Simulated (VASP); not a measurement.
# Ga2As2Cl in VASP: notebook, part 2 of 2

VASP 6.6.1.

### Step 3. Single point, PBE, collinear spin

File INCAR:

```
PREC = Accurate
ENCUT = 520
EDIFF = 1E-6
ISMEAR = 0
SIGMA = 0.05
LREAL = F
LASPH = T
NELM = 150
ALGO = Normal
ISIF = 2
LWAVE = F
LCHARG = F
ISPIN = 2
MAGMOM = 0 0 0 0 1
LORBIT = 11
LDIPOL = T
IDIPOL = 3
DIPOL = 0.5 0.5 0.353
GGA = PE
NBANDS = 34
```

File KPOINTS:

```
regular mesh
0
Gamma
  9 9 1
```

File POSCAR:

```
Ga2As2Cl
1.0
    4.0629609260      0.0000000000      0.0000000000
   -2.0314804630      3.5186273765      0.0000000000
    0.0000000000      0.0000000000     19.6715433583
As Ga Cl
2 2 1
Direct
    0.0000000000      0.0000000000      0.2033394090
    0.3333333333      0.6666666667      0.3841855388
    0.3333333333      0.6666666667      0.2454992137
    0.6666666667      0.3333333333      0.4153991992
    1.3333333333      0.6666666667      0.5188372258
```

Potentials or basis: VASP PAW PBE potentials, release 64 (As, Ga_d, Cl).

Started as:

```
> cat potpaw_PBE.64/As/POTCAR potpaw_PBE.64/Ga_d/POTCAR potpaw_PBE.64/Cl/POTCAR > POTCAR
> mpirun -np 1 vasp_std > vasp.out
```

OUTCAR:

```text
PREC = Accurate
   ENCUT = 520
   EDIFF = 1E-6
   ISMEAR = 0
   LREAL = F
   LASPH = T
   NELM = 150
   ISIF = 2
   ISPIN = 2
   LORBIT = 11
   GGA = PE

 ion  position               nearest neighbor table
   1  0.000  0.000  0.203-   3 2.49   3 2.49   3 2.49
   2  0.333  0.667  0.384-   4 2.42   4 2.42   4 2.42   5 2.65   3 2.73
   3  0.333  0.667  0.245-   1 2.49   1 2.49   1 2.49   2 2.73
   4  0.667  0.333  0.415-   2 2.42   2 2.42   2 2.42
   5  0.333  0.667  0.519-   2 2.65

  LATTYP: Found a hexagonal cell.
 ALAT       =     4.0629609260
 C/A-ratio  =     4.8416767270

  Lattice vectors:

 A1 = (   4.0629609260,   0.0000000000,   0.0000000000)
 A2 = (  -2.0314804630,   3.5186273765,   0.0000000000)
 A3 = (   0.0000000000,   0.0000000000,  19.6715433583)

Analysis of symmetry for initial positions (statically):
=====================================================================
 Subroutine PRICEL returns:
 Original cell was already a primitive cell.

 Routine SETGRP: Setting up the symmetry group for a
 hexagonal supercell.

 Subroutine GETGRP returns: Found  6 space group operations
 (whereof  6 operations were pure point group operations)
 out of a pool of 24 trial point group operations.

The static configuration has the point symmetry C_3v.

Analysis of symmetry for dynamics (positions and initial velocities):
=====================================================================
 Subroutine PRICEL returns:
 Original cell was already a primitive cell.

 Routine SETGRP: Setting up the symmetry group for a
 hexagonal supercell.

 Subroutine GETGRP returns: Found  6 space group operations
 (whereof  6 operations were pure point group operations)
 out of a pool of 24 trial point group operations.

The dynamic configuration has the point symmetry C_3v.

Analysis of structural, dynamic, and magnetic symmetry:
[... 160 lines left out ...]
 Fermi energy:        -2.2130265719

 spin component 1

 k-point     1 :       0.0000    0.0000    0.0000
  band No.  band energies     occupation
      1     -17.5350      1.00000
      2     -17.4405      1.00000
      3     -17.4405      1.00000
      4     -17.3917      1.00000
      5     -17.3917      1.00000
      6     -16.6417      1.00000
[... 421 lines left out ...]
     32       5.7234      0.00000
     33       6.1384      0.00000
 Fermi energy:        -2.2130265719

 spin component 2

 k-point     1 :       0.0000    0.0000    0.0000
  band No.  band energies     occupation
      1     -17.5221      1.00000
      2     -17.4310      1.00000
      3     -17.4310      1.00000
      4     -17.3826      1.00000
      5     -17.3826      1.00000
      6     -16.5683      1.00000
[... 421 lines left out ...]
     32       5.7717      0.00000
     33       6.2180      0.00000
 [bands above 33 left out]

------------------------ aborting loop because EDIFF is reached ----------------------------------------

 vacuum level on the upper side and lower side of the slab       (xc-potential included)         0.744        -0.742

  FORCE on cell =-STRESS in cart. coord.  units (eV):
  Direction    XX          YY          ZZ          XY          YZ          ZX
  --------------------------------------------------------------------------------------
  -------------------------------------------------------------------------------------
  Total        0.4600602      0.4600602     -0.7926075      0.0000000      0.0000000      0.0000000
  in kB        2.6210232      2.6210232     -4.5155890      0.0000000      0.0000000      0.0000000
  external PRESSURE =       0.2421525 kB  Pullay stress =       0.0000000 kB

 VOLUME and BASIS-vectors are now :
 -----------------------------------------------------------------------------
  energy-cutoff  :      520.00
  volume of cell :      281.23
      direct lattice vectors                 reciprocal lattice vectors
     4.062960926  0.000000000  0.000000000     0.246125921  0.142100867  0.000000000
    -2.031480463  3.518627377  0.000000000     0.000000000  0.284201734  0.000000000
     0.000000000  0.000000000 19.671543358     0.000000000  0.000000000  0.050834852

 POSITION                                       TOTAL-FORCE (eV/Angst)
 -----------------------------------------------------------------------------------
      0.00000      0.00000      4.00000        -0.000000      0.000000      0.459349
     -0.00000      2.34575      7.55752        -0.000000      0.000000     -0.786105
     -0.00000      2.34575      4.82935         0.000000     -0.000000     -0.201497
      2.03148      1.17288      8.17154         0.000000      0.000000      0.539242
     -0.00000      2.34575     10.20633        -0.000000     -0.000000     -0.010989
 -----------------------------------------------------------------------------------
    total drift:                               -0.000003      0.000001     -0.002185

  FREE ENERGIE OF THE ION-ELECTRON SYSTEM (eV)
  ---------------------------------------------------
  free  energy   TOTEN  =       -17.2200280952 eV

  energy  without entropy=      -17.2178681108  energy(sigma->0) =      -17.21894810

 vacuum level on the upper side and lower side of the slab         4.582         3.056

 total charge

# of ion       s       p       d       tot
------------------------------------------
    1        1.254   1.454   0.022   2.730
    2        1.249   1.470   0.048   2.766
    3        0.912   0.706   9.971  11.589
    4        0.941   0.633   9.985  11.558
    5        1.617   3.427   0.000   5.044
--------------------------------------------------
tot          5.972   7.689  20.026  33.688

 magnetization (x)

# of ion       s       p       d       tot
------------------------------------------
    1        0.003   0.086  -0.000   0.088
    2        0.001   0.054   0.003   0.057
    3       -0.003   0.016   0.005   0.018
    4        0.014   0.019   0.001   0.034
    5        0.004   0.098   0.000   0.102
--------------------------------------------------
tot          0.018   0.273   0.008   0.299
```

OSZICAR:

```text
N       E                     dE             d eps       ncg     rms          rms(c)
DAV:   1     0.318699420000E+03    0.31870E+03   -0.18357E+04  1672   0.122E+03
DAV:   2     0.325315031832E+02   -0.28617E+03   -0.27004E+03  1880   0.301E+02
DAV:   3    -0.147973205161E+02   -0.47329E+02   -0.46187E+02  2200   0.117E+02
[... 17 lines left out ...]
DAV:  21    -0.172199751990E+02   -0.12196E-03   -0.78781E-06  1598   0.563E-03    0.198E-03
DAV:  22    -0.172200081433E+02   -0.32944E-04   -0.32086E-06  1556   0.355E-03    0.140E-03
DAV:  23    -0.172200201360E+02   -0.11993E-04   -0.14319E-06  1438   0.270E-03    0.104E-03
DAV:  24    -0.172200251067E+02   -0.49707E-05   -0.49712E-07  1404   0.177E-03    0.679E-04
DAV:  25    -0.172200274518E+02   -0.23451E-05   -0.17285E-07  1348   0.123E-03    0.378E-04
DAV:  26    -0.172200280952E+02   -0.64342E-06   -0.10370E-07  1330   0.997E-04
   1 F= -.17220028E+02 E0= -.17218948E+02  d E =-.215998E-02  mag=     0.5089
```

It took 7 min on 1 thread of Intel Xeon Platinum 8488C (Sapphire Rapids), shared host; peak memory 0.55 GiB.

What came out:

| Property | Result |
| --- | --- |
| Free energy | -17.2200 eV |
| Largest force | 0.786 eV/Å |
| Net moment | 0.51 μB per cell |
| Site moments | As +0.09, +0.06; Ga +0.02, +0.03; Cl +0.10 μB |
| Valence electrons inside the program's atomic spheres | As 2.73, 2.77; Ga 11.59, 11.56; Cl 5.04 |

Forces on the atoms (eV/Å):
```
As   0.000  0.000  0.459
As   0.000  0.000 -0.786
Ga   0.000  0.000 -0.201
Ga   0.000  0.000  0.539
Cl   0.000  0.000 -0.011
```

Caveat: a moment this small can come from the mesh or the smearing.
